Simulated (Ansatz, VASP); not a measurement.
## Ta: VASP beside Ansatz

```
Ta
1.0
    -1.65500    1.65500    1.65500
     1.65500   -1.65500    1.65500
     1.65500    1.65500   -1.65500
Ta
1
Direct
  0.00000 0.00000 0.00000
```

Alike in both runs: task single point; functional PBEsol; k mesh 34 × 34 × 34; no spin polarisation.

```csv
,VASP,Ansatz
version,VASP 6.6.1,Ansatz 0.2.0
potentials or method,"VASP PAW PBE potentials, release 64 (Ta_pv)","plane-wave PAW, scalar-relativistic"
plane-wave cutoff (eV),520,420
occupations,"methfessel-paxton of order 1, width 0.1 eV","cold, width 0.1 eV"
valence electrons in the cell,11,13
```

|  | VASP | Ansatz | Ansatz less VASP |
| --- | --- | --- | --- |
| pressure (GPa) | -5.0 | -5.2 | -0.15 |

VASP's potentials were made for PBE, not for PBEsol, and Ansatz warns of the same on its side. VASP's potentials hold 11 valence electrons a cell and Ansatz's 13, so a difference there can come from the potentials and not from the codes.

Spin-orbit coupling is off throughout.
